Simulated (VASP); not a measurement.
Ir: single point with r2SCAN

The system is Ir.

```
Ir
1.0
     0.00000    1.92285    1.92285
     1.92285    0.00000    1.92285
     1.92285    1.92285    0.00000
Ir
1
Direct
  0.00000 0.00000 0.00000
```

- Program: VASP 6.6.1
- Task: single point
- Functional: r2SCAN
- Potentials or basis: VASP PAW PBE potentials, release 64 (Ir_sv_GW)
- Cutoff: 550 eV
- k mesh: 14 × 14 × 14
- Occupations: methfessel-paxton, width 0.03 eV
- Spin: no spin polarisation
- Dipole correction: no
- Further INCAR settings: ALGO = Normal; EDIFF = 1e-06; NBANDS = 14

* Pressure: -2.4 GPa
* Band gap on the k mesh: zero (an odd number of electrons rules out a gap without spin polarisation)

Levels at points of the mesh, in eV from the Fermi level:
```tsv
k point	band 6	band 7	band 8	band 9	band 10	band 11
(0.00, 0.00, 0.00)	-3.85	-3.85	-3.85	-1.17	-1.17	14.39
(0.50, 0.00, 0.00)	-4.00	-4.00	-0.57	1.05	1.05	7.77
(0.50, 0.50, 0.00)	-7.44	0.95	1.68	1.68	1.87	11.17
```

It took 65 s on 1 thread of Intel(R) Xeon(R) Platinum 8259CL CPU @ 2.50GHz (Skylake/Cascade Lake), on a shared host, peak memory 0.16 GiB.

Caveat: the PAW data sets were made with another functional, which shifts forces and pressure a little; spin-orbit coupling is left out, which moves the levels of the heavy elements.
